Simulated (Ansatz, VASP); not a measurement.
C: VASP beside Ansatz

The input INCAR:

```
ALGO = Normal ; EDIFF = 1E-6
ENCUT = 1300 ; GGA = PS
GGA_COMPAT = F ; ISIF = 2
ISMEAR = 0 ; LASPH = T
LCHARG = T ; LELF = T
LREAL = F ; LVHAR = T
LWAVE = F ; NBANDS = 11
NELM = 120 ; PREC = Accurate
SIGMA = 0.02
```

KPOINTS

```
k-points
0
Gamma
  12 12 12
```

POSCAR

```
C
1.0
    0.0000000000      1.7611966700      1.7611966700
    1.7611966700      0.0000000000      1.7611966700
    1.7611966700      1.7611966700      0.0000000000
C
2
Direct
    0.5000000000      0.5000000000      0.5000000000
    0.7500000000      0.7500000000      0.7500000000
```

Input for Ansatz:

```yaml
crystal:
  lattice:
    - [0.0, 1.76119667, 1.76119667]
    - [1.76119667, 0.0, 1.76119667]
    - [1.76119667, 1.76119667, 0.0]
  atoms:
    - { symbol: C, position: [0.5, 0.5, 0.5] }
    - { symbol: C, position: [0.75, 0.75, 0.75] }
basis:
  ecutwfc: 420
kpoints:
  mp_grid: { grid: [12, 12, 12] }
hamiltonian:
  xc: pbesol
scf:
  occupations: { method: gaussian, width: 0.02 }
output:
  forces: true
  stress: true
  eigenvalues: true
```

Alike in both runs: task single point; functional PBEsol; k mesh 12 × 12 × 12; occupations gaussian, width 0.02 eV; no spin polarisation.

|  | VASP | Ansatz |
| --- | --- | --- |
| version | VASP 6.6.1 | Ansatz 0.2.0 |
| potentials or method | VASP PAW PBE potentials, release 64 (C_h), cutoff 1300 eV | scalar-relativistic, plane waves, PAW |
| valence electrons in the cell | 8 | 8 |

|  | VASP | Ansatz | Ansatz less VASP |
| --- | --- | --- | --- |
| gap on the k mesh at the Fermi level (eV) | 4.13 | 4.13 | -0.002 |
| least direct gap on the mesh (eV) | 5.65 | 5.64 | -0.003 |
| pressure (GPa) | 12.7 | 12.6 | -0.17 |

VASP's potentials were made for PBE, not for PBEsol.
